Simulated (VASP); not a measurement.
A run of VASP 6.6.1 is set up as follows.

INCAR

```
SYSTEM = Mg
PREC = Accurate
ENCUT = 520
EDIFF = 1E-6
ISMEAR = -1
SIGMA = 0.1
LREAL = .False.
LASPH = .True.
NELM = 100
ALGO = Normal
ISIF = 2
LWAVE = .False.
LCHARG = .True.
GGA = B5
ALDAX = 1.0
AGGAX = 1.0
AGGAC = 1.0
ALDAC = 0.0
LELF = .True.
LVHAR = .True.
NBANDS = 10
```

The input KPOINTS:

```
Automatic mesh
0
Gamma
  8 8 11
  0 0 0
```

POSCAR

```
Mg
1.0
    4.9284200999      0.0000000000      0.0000000000
   -2.4642100500      4.2681370070      0.0000000000
    0.0000000000      0.0000000000      3.0054238067
Mg
3
Direct
    1.0000000000      1.0000000000      0.0000000000
    0.3333333333      0.6666666667      0.5000000000
    0.6666666667      0.3333333333      0.5000000000
```

Potentials or basis: VASP PAW PBE potentials, release 64 (Mg).

Command:

```sh
$ cat potpaw_PBE.64/Mg/POTCAR > POTCAR
$ mpirun -np 1 vasp_std > vasp.out
```

(1) What does it give for the pressure?

(2) What does it give for the band gap on the k mesh?

Answers

(1) 4.8 GPa.

(2) zero (bands 3 and 4 overlap by 4.27 eV).

Caveat: the cell stands under pressure; the PAW data sets were made with another functional, which shifts forces and pressure a little.
